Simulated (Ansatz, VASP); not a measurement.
Cs: VASP beside Ansatz

File INCAR:

```
SYSTEM = Cs
  ALGO = Normal
  EDIFF = 1E-6
  ENCUT = 520
  GGA = PE
  ISIF = 2
  ISMEAR = -1
  LASPH = .True.
  LCHARG = .False.
  LREAL = .False.
  LWAVE = .False.
  NBANDS = 16
  NELM = 60
  PREC = Accurate
  SIGMA = 0.05
```

Contents of KPOINTS:

```
k-points
0
Gamma
  8 8 5
  0 0 0
```

File POSCAR:

```
Cs
1.0
    4.7621391996      0.0000000000      0.0000000000
   -2.3810695998      4.1241335232      0.0000000000
    0.0000000000      0.0000000000      7.7146655033
Cs
2
Direct
    0.3333333333      0.6666666667      0.2500000000
    0.6666666667      0.3333333333      0.7500000000
```

Input for Ansatz:

```yaml
crystal:
  lattice:
    - [4.7621391996, 0.0, 0.0]
    - [-2.3810695998, 4.1241335232, 0.0]
    - [0.0, 0.0, 7.7146655033]
  atoms:
    - { symbol: Cs, position: [0.3333333333, 0.6666666667, 0.25] }
    - { symbol: Cs, position: [0.6666666667, 0.3333333333, 0.75] }
kpoints:
  mp_grid: { grid: [8, 8, 5] }
scf:
  occupations: { method: fermi_dirac, width: 0.05 }
hamiltonian:
  xc: pbe
  pseudopotentials: { kind: all_electron, lapw: { basis_error: 0.001 } }
output:
  forces: true
  stress: true
  eigenvalues: true
  populations: true
```

Change from the starting cell: volume scaled by 0.65, LAPW.

Alike in both runs: task single point; functional PBE; k mesh 8 × 8 × 5; occupations fermi-dirac, width 0.05 eV; no spin polarisation.

```csv
,VASP,Ansatz
version,VASP 6.6.1,Ansatz 0.2.0
potentials or method,"VASP PAW PBE potentials, release 64 (Cs_sv), cutoff 520 eV","all-electron LAPW, scalar-relativistic"
```

|  | VASP | Ansatz | Ansatz less VASP |
| --- | --- | --- | --- |
| pressure (GPa) | 1.6 | 1.6 | +0.01 |

Ansatz ran all-electron here, and VASP with PAW potentials.

Neither program's run includes spin-orbit coupling.
